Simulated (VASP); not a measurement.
Lu:

```
Lu
1.0
     1.94500    1.94500    1.94500
    -1.94500    1.94500    1.94500
    -1.94500   -1.94500    1.94500
Lu
1
Cartesian
  0.0000 0.0000 0.0000
```

This isn't the form of Lu at room conditions, which is hcp.

| Item | Value |
| --- | --- |
| Program | VASP 6.6.1 |
| Task | relaxation of cell and atoms |
| Functional | LDA |
| Potentials or basis | VASP PAW PBE potentials, release 64 (Lu) |
| Cutoff | 600 eV |
| k mesh | 17 × 17 × 17 |
| Occupations | fermi-dirac, width 0.1 eV |
| Spin | no spin polarisation |

At the start: pressure -4.5 GPa; volume 29.43 Å³/atom.

How do energy, volume and symmetry change on relaxing?

Over 3 steps the energy falls by 46.8 meV/atom and the volume is 26.47 Å³/atom (-10.1 %); space group Im-3m (No. 229, to 0.1 Å) before and after.

The path:
```csv
step,energy change (eV),largest force (eV/Å),pressure (GPa),volume (Å³)
1,0.0000,0.0000,-4.47,29.43
2,-0.0461,0.0000,0.97,26.07
3,-0.0468,0.0000,-0.08,26.47
```

Final structure:
```xyz
1
Lattice="1.8775 1.8775 1.8775 -1.8775 1.8775 1.8775 -1.8775 -1.8775 1.8775" Properties=species:S:1:pos:R:3 pbc="T T T"
Lu    0.0000    0.0000    0.0000
```

Caveat: the PAW data sets were made with another functional, which shifts forces and pressure a little.
